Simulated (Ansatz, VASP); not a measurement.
Two plane-wave programs on GaN

```
Ga N
1.0
     3.18310    0.00000    0.00000
    -1.59155    2.75665    0.00000
     0.00000    0.00000    5.18368
Ga N
2 2
Cartesian
  0.0000 1.8378 0.0006
  1.5916 0.9189 2.5924
  0.0000 1.8378 1.9537
  1.5916 0.9189 4.5455
```

Alike in both runs: functional r2SCAN; k mesh 12 × 12 × 6; occupations gaussian, width 0.02 eV; no spin polarisation.

Ansatz relaxed the structure, and its values are those at the end. VASP's run is a single point on that final structure, the one shown.

|  | VASP | Ansatz |
| --- | --- | --- |
| version | VASP 6.6.1 | Ansatz 0.2.0 |
| potentials or method | VASP PAW PBE potentials, release 64 (Ga_d, N), cutoff 660 eV | scalar-relativistic, plane waves, PAW |
| valence electrons in the cell | 36 | 36 |

```tsv
	VASP	Ansatz	Ansatz less VASP
gap on the k mesh at the Fermi level (eV)	2.34	2.35	+0.007
least direct gap on the mesh (eV)	2.34	2.35	+0.007
pressure (GPa)	1.1	0.0	-1.06
rms of the force components (eV/Å)	0.004	0.000	-0.0036
```

VASP's potentials were made for PBE, not for r2SCAN.
